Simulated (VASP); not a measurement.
# NiO (I4/mmm) in VASP: notebook, part 2 of 3

VASP 6.6.1.

**3. Single point, r2SCAN, collinear spin, ferromagnetic start (uniaxial strain along c: -6.0 %, then relaxed in part)**

Contents of POSCAR:

```
NiO
1.0
    2.1330558427      2.1330558427      0.0000000000
   -2.1330558427      2.1330558427      0.0000000000
    0.0000000000      0.0000000000      3.9372811744
Ni O
2 2
Direct
    0.0000000000      0.0000000000      0.0000000000
    0.5000000000      0.5000000000      0.5000000000
    0.5000000000      0.5000000000      0.0000000000
    0.0000000000      0.0000000000      0.5000000000
```

Contents of INCAR.step1:

```
SYSTEM = NiO
  ALGO = Normal
  EDIFF = 1E-4
  ENCUT = 520
  GGA = PE
  ISMEAR = 0
  ISPIN = 2
  LASPH = .True.
  LCHARG = .False.
  LMAXMIX = 4
  LREAL = .False.
  LWAVE = .True.
  MAGMOM = 1.84 1.84 0.31 0.31
  NBANDS = 28
  NELM = 150
  PREC = Accurate
  SIGMA = 0.02
```

Contents of INCAR.step2:

```
SYSTEM = NiO
  ALGO = Normal
  EDIFF = 1E-6
  ENCUT = 520
  ISIF = 2
  ISMEAR = 0
  ISPIN = 2
  ISTART = 1
  LASPH = .True.
  LCHARG = .True.
  LELF = .True.
  LMAXMIX = 4
  LMIXTAU = .True.
  LORBIT = 11
  LREAL = .False.
  LVHAR = .True.
  LWAVE = .False.
  MAGMOM = 1.84 1.84 0.31 0.31
  METAGGA = R2SCAN
  NBANDS = 28
  NELM = 150
  PREC = Accurate
  SIGMA = 0.02
```

Contents of KPOINTS:

```
k-points
0
Gamma
  10 10 8
  0 0 0
```

Potentials or basis: VASP PAW PBE potentials, release 64 (Ni, O).

Started as:

```sh
> cat potpaw_PBE.64/Ni/POTCAR potpaw_PBE.64/O/POTCAR > POTCAR
> cp INCAR.step1 INCAR
> mpirun -np 1 vasp_std > vasp.out
> cp INCAR.step2 INCAR
> mpirun -np 1 vasp_std > vasp.out
```

OUTCAR:

```text
SYSTEM = NiO
   EDIFF = 1E-6
   ENCUT = 520
   ISIF = 2
   ISMEAR = 0
   ISPIN = 2
   ISTART = 1
   LASPH = .True.
   LORBIT = 11
   LREAL = .False.
   METAGGA = R2SCAN
   NELM = 150
   PREC = Accurate

 ion  position               nearest neighbor table
   1  0.000  0.000  0.000-   4 1.97   4 1.97   3 2.13   3 2.13   3 2.13   3 2.13   2 2.90   2 2.90
                             2 2.90   2 2.90   2 2.90   2 2.90   2 2.90   2 2.90
   2  0.500  0.500  0.500-   3 1.97   3 1.97   4 2.13   4 2.13   4 2.13   4 2.13   1 2.90   1 2.90
                             1 2.90   1 2.90   1 2.90   1 2.90   1 2.90   1 2.90
   3  0.500  0.500  0.000-   2 1.97   2 1.97   1 2.13   1 2.13   1 2.13   1 2.13
   4  0.000  0.000  0.500-   1 1.97   1 1.97   2 2.13   2 2.13   2 2.13   2 2.13

  LATTYP: Found a simple tetragonal cell.
 ALAT       =     3.0165965020
 C/A-ratio  =     1.3052064377

  Lattice vectors:

 A1 = (   2.1330558427,   2.1330558427,   0.0000000000)
 A2 = (  -2.1330558427,   2.1330558427,   0.0000000000)
 A3 = (   0.0000000000,   0.0000000000,   3.9372811744)

Analysis of symmetry for initial positions (statically):
=====================================================================
 Subroutine PRICEL returns following result:

  LATTYP: Found a body centered tetragonal cell.
 ALAT       =     3.0165965020
 C/A-ratio  =     1.3052064377
[... 12 lines left out ...]
 Subroutine GETGRP returns: Found 16 space group operations
 (whereof 16 operations were pure point group operations)
 out of a pool of 16 trial point group operations.

The static configuration has the point symmetry D_4h.

Analysis of symmetry for dynamics (positions and initial velocities):
=====================================================================
 Subroutine PRICEL returns following result:

  LATTYP: Found a body centered tetragonal cell.
 ALAT       =     3.0165965020
 C/A-ratio  =     1.3052064377
[... 12 lines left out ...]
 Subroutine GETGRP returns: Found 16 space group operations
 (whereof 16 operations were pure point group operations)
 out of a pool of 16 trial point group operations.

The dynamic configuration has the point symmetry D_4h.

Analysis of structural, dynamic, and magnetic symmetry:
=====================================================================
 Subroutine PRICEL returns following result:

  LATTYP: Found a body centered tetragonal cell.
 ALAT       =     3.0165965020
 C/A-ratio  =     1.3052064377
[... 12 lines left out ...]
 Subroutine GETGRP returns: Found 16 space group operations
 (whereof 16 operations were pure point group operations)
 out of a pool of 16 trial point group operations.

The overall configuration has the point symmetry D_4h.

 Subroutine INISYM returns: Found 16 space group operations
 (whereof 16 operations are pure point group operations),
 and found     2 'primitive' translations

----------------------------------------------------------------------------------------

                                     Primitive cell

  volume of cell :      17.9143

  direct lattice vectors                    reciprocal lattice vectors
     0.000000000 -2.133055843 -1.968640587     0.234405490 -0.234405490 -0.253982369
     0.000000000  2.133055843 -1.968640587     0.234405490  0.234405490 -0.253982369
     2.133055843  0.000000000  1.968640587     0.468810980  0.000000000  0.000000000

  length of vectors
     2.902666531  2.902666531  2.902666531     0.417610957  0.417610957  0.468810980

  position of ions in fractional coordinates (direct lattice)
[... 77 lines left out ...]
   ENCUT  =  520.0 eV  38.22 Ry    6.18 a.u.   5.61  5.61  7.32*2*pi/ulx,y,z
   NELM   =    150;   NELMIN=  2; NELMDL=  0     # of ELM steps
   EDIFF  = 0.1E-05   stopping-criterion for ELM
   LREAL  =      F    real-space projection
   EDIFFG = 0.1E-04   stopping-criterion for IOM
   NSW    =      0    number of steps for IOM
   IBRION =     -1    ionic relax: 0-MD 1-quasi-New 2-CG
   NFREE  =      0    steps in history (QN), initial steepest desc. (CG)
   ISIF   =      2    stress and relaxation
   ISYM   =      2    0-nonsym 1-usesym 2-fastsym
   POTIM  = 0.5000    time-step for ionic-motion
   TEBEG  =    0.0;   TEEND  =   0.0 temperature during run
   PSTRESS=    0.0 pullay stress
   NELECT =      32.0000    total number of electrons
   NUPDOWN=      -1.0000    fix difference up-down
   EMIN   =  10.00;   EMAX   =-10.00  energy-range for DOS
   EFERMI =   0.00;   METHOD = LEGACY
   ISMEAR =     0;   SIGMA  =   0.02  broadening in eV -4-tet -1-fermi 0-gaus
   EFERMI_NEDOS =   21; number of points for ismear=-14 and -15
   IALGO  =     38    algorithm
   IMIX   =      4    mixing-type and parameters
     AMIX     =   0.40;   BMIX     =  1.00
     AMIX_MAG =   1.60;   BMIX_MAG =  1.00
  volume/ion in A,a.u.               =       8.96        60.45
  Fermi-wavevector in a.u.,A,eV,Ry     =   1.576575  2.979294 33.818472  2.485588
  Thomas-Fermi vector in A             =   2.677387
   LORBIT       =     11    0 simple, 1 ext, 2 COOP (PROOUT), +10 PAW based schemes
   METAGGA = R2SCAN    functional components
   LHFCALC =     F    Hartree Fock is set to
   AEXX    =    0.0000 exact exchange contribution
   IVDW    =     0    specifies the selected vdW correction
   LEPSILON=     F    determine dielectric tensor
   LRPA    =     F    only Hartree local field effects (RPA)
 spin polarized calculation
 Gauss-broadening in eV      SIGMA  =   0.02
  energy-cutoff  :      520.00
  volume of cell :       35.83
 maximum number of plane-waves:       991
 NGX is ok and might be reduce to    24
   NGX = 11   NGY = 11   NGZ = 15

 number of electron      31.9999975 magnetization       4.0000941

 Free energy of the ion-electron system (eV)
  ---------------------------------------------------
  ext. energy  EPLUGINS =         0.00000000
  ---------------------------------------------------
  free energy    TOTEN  =       -40.05058406 eV

  energy without entropy =      -40.05058406  energy(sigma->0) =      -40.05058406

 E-fermi :   8.2153     XC(G=0): -13.5056

 val. band max:        8.1287488562   @ k =   0.5000   0.0000   0.5000
 cond. band min:       8.3051088222   @ k =   0.0000   0.0000   0.0000
 fundamental gap:      0.1763599660
 Fermi energy:         8.2153184345

 spin component 1

 k-point     1 :       0.0000    0.0000    0.0000
  band No.  band energies     occupation
      1     -13.5339      1.00000
      2     -12.0137      1.00000
      3       0.9700      1.00000
      4       3.2874      1.00000
      5       3.2874      1.00000
      6       3.6463      1.00000
[... 733 lines left out ...]
     27      26.1279      0.00000
     28      29.3040      0.00000

 [... further k-points ...]

 spin component 2

 k-point     1 :       0.0000    0.0000    0.0000
  band No.  band energies     occupation
      1     -12.9942      1.00000
      2     -11.3103      1.00000
      3       1.4056      1.00000
      4       3.8969      1.00000
      5       3.8969      1.00000
      6       4.5838      1.00000
[... 733 lines left out ...]
     27      26.7027      0.00000
     28      29.8452      0.00000

 [... further k-points ...]
[... 5 lines left out ...]
  --------------------------------------------------------------------------------------
  -------------------------------------------------------------------------------------
  Total       -0.0109749     -0.0109749      5.8656354      0.0000000      0.0000000      0.0000000
  in kB       -0.4907705     -0.4907705    262.2978723      0.0000000      0.0000000      0.0000000
  external PRESSURE =      87.1054438 kB  Pullay stress =       0.0000000 kB

 VOLUME and BASIS-vectors are now :
 -----------------------------------------------------------------------------
  energy-cutoff  :      520.00
  volume of cell :       35.83
      direct lattice vectors                 reciprocal lattice vectors
     2.133055843  2.133055843  0.000000000     0.234405490  0.234405490  0.000000000
    -2.133055843  2.133055843  0.000000000    -0.234405490  0.234405490  0.000000000
     0.000000000  0.000000000  3.937281174     0.000000000  0.000000000  0.253982369

 POSITION                                       TOTAL-FORCE (eV/Angst)
 -----------------------------------------------------------------------------------
      0.00000      0.00000      0.00000        -0.000000      0.000000     -0.000000
      0.00000      2.13306      1.96864         0.000000     -0.000000     -0.000000
      0.00000      2.13306      0.00000         0.000000     -0.000000      0.000000
      0.00000      0.00000      1.96864         0.000000     -0.000000     -0.000000
 -----------------------------------------------------------------------------------
    total drift:                                0.000000     -0.000000     -0.000000

  FREE ENERGIE OF THE ION-ELECTRON SYSTEM (eV)
  ---------------------------------------------------
  free  energy   TOTEN  =       -40.0505840613 eV

  energy  without entropy=      -40.0505840613  energy(sigma->0) =      -40.05058406

 total charge

# of ion       s       p       d       tot
------------------------------------------
    1        0.351   0.446   8.193   8.989
    2        0.351   0.446   8.193   8.989
    3        1.556   3.511   0.000   5.067
    4        1.556   3.511   0.000   5.067
--------------------------------------------------
tot          3.813   7.914  16.386  28.112

 magnetization (x)

# of ion       s       p       d       tot
------------------------------------------
    1        0.015   0.012   1.661   1.688
    2        0.015   0.012   1.661   1.688
    3        0.029   0.251   0.000   0.280
    4        0.029   0.251   0.000   0.280
--------------------------------------------------
tot          0.088   0.527   3.321   3.936
```

Wall time 3.5 min (1 thread of Intel Xeon 6975P-C (Granite Rapids), shared host); peak memory 0.27 GiB.

Results:

```
Free energy                                           : -40.0506 eV
Pressure                                              : 8.7 GPa
Band gap on the k mesh                                : 0.18 eV
Net moment                                            : 4.00 μB per cell
Site moments                                          : Ni +1.69; O +0.28 μB
Valence electrons inside the program's atomic spheres : Ni 8.99; O 5.07
```

Caveat: the cell differs from its parent crystal (uniaxial strain along c: -6.0 %, then relaxed in part); the PAW data sets were made with another functional, which shifts forces and pressure a little. A k mesh can miss the band edges.

**4. Single point, r2SCAN, collinear spin, ferromagnetic start**

This run uses another cell than the first one, of 8.96 Å³/atom, 0.900 times its volume.

POSCAR is that of step 3.

Contents of INCAR.step1:

```
PREC = Accurate ; ENCUT = 520
ISMEAR = 0 ; SIGMA = 0.02
LREAL = F ; LASPH = T
NELM = 150 ; ISPIN = 2
MAGMOM = 1.8 1.8 0.31 0.31 ; LMAXMIX = 4
NBANDS = 28 ; GGA = PE
ALGO = Normal ; EDIFF = 1E-4
LWAVE = T ; LCHARG = F
```

Contents of INCAR.step2:

```
PREC = Accurate ; ENCUT = 520
EDIFF = 1E-7 ; ISMEAR = 0
SIGMA = 0.02 ; LREAL = F
LASPH = T ; NELM = 150
ALGO = Normal ; ISIF = 2
LWAVE = F ; LCHARG = T
ISPIN = 2 ; MAGMOM = 1.8 1.8 0.31 0.31
LORBIT = 11 ; LMAXMIX = 4
METAGGA = R2SCAN ; LMIXTAU = T
LELF = T ; LVHAR = T
NBANDS = 28 ; ISTART = 1
```

Contents of KPOINTS:

```
regular mesh
0
Gamma
  10 10 8
```

Started as:

```sh
> cat potpaw_PBE.64/Ni/POTCAR potpaw_PBE.64/O/POTCAR > POTCAR
> cp INCAR.step1 INCAR
> mpirun -np 1 vasp_std > vasp.out
> cp INCAR.step2 INCAR
> mpirun -np 1 vasp_std > vasp.out
```

It took 4 min on 1 thread of Intel Xeon 6975P-C (Granite Rapids), shared host; peak memory 0.27 GiB.

Results (log left out):

| Quantity | Value |
| --- | --- |
| Free energy | -40.0506 eV |
| Pressure | 8.8 GPa |
| Band gap on the k mesh | 0.18 eV |
| Net moment | 4.00 μB per cell |
| Site moments | Ni +1.69; O +0.28 μB |
| Valence electrons inside the program's atomic spheres | Ni 8.99; O 5.07 |

Stress tensor (GPa, compression positive):
```
 0.01  0.00  0.00
 0.00  0.01  0.00
 0.00  0.00 26.28
```

Levels at points of the mesh, in eV from the valence-band top:
Spin up:
```
           k point  band 15  band 16  band 17  band 18  band 19  band 20  band 21  band 22
(0.00, 0.00, 0.00)    -3.17    -3.17    -2.51    -2.51     2.02     6.62    11.75    12.17
(0.50, 0.00, 0.00)    -2.31    -2.31    -0.95    -0.95     7.36     7.36    11.26    11.26
(0.50, 0.50, 0.00)    -2.65    -2.65    -2.46    -2.46     6.67     6.67    10.99    10.99
(0.00, 0.00, 0.50)    -1.94    -1.94    -1.94    -1.94     6.33     6.33    13.33    13.33
(0.50, 0.00, 0.50)    -0.57    -0.57     0.00     0.00     5.98     5.98    10.79    10.79
(0.50, 0.50, 0.50)    -2.31    -2.31    -1.89    -1.89     9.56     9.56    10.92    10.92
```
Spin down:
| k point | band 12 | band 13 | band 14 | band 15 | band 16 | band 17 |
| --- | --- | --- | --- | --- | --- | --- |
| (0.00, 0.00, 0.00) | -2.45 | -1.54 | -1.54 | 0.18 | 0.23 | 0.83 |
| (0.50, 0.00, 0.00) | -1.64 | -1.44 | -1.44 | 1.50 | 1.50 | 2.74 |
| (0.50, 0.50, 0.00) | -1.69 | -1.48 | -1.48 | 0.71 | 0.71 | 1.42 |
| (0.00, 0.00, 0.50) | -1.01 | -1.01 | -1.01 | 0.50 | 0.50 | 1.33 |
| (0.50, 0.00, 0.50) | -1.39 | -1.17 | -1.17 | 2.80 | 2.80 | 3.55 |
| (0.50, 0.50, 0.50) | -1.38 | -1.38 | -1.38 | 1.04 | 1.04 | 2.07 |

Caveat: the PAW data sets were made with another functional, which shifts forces and pressure a little.

(Part 2 of 3 ends here.)
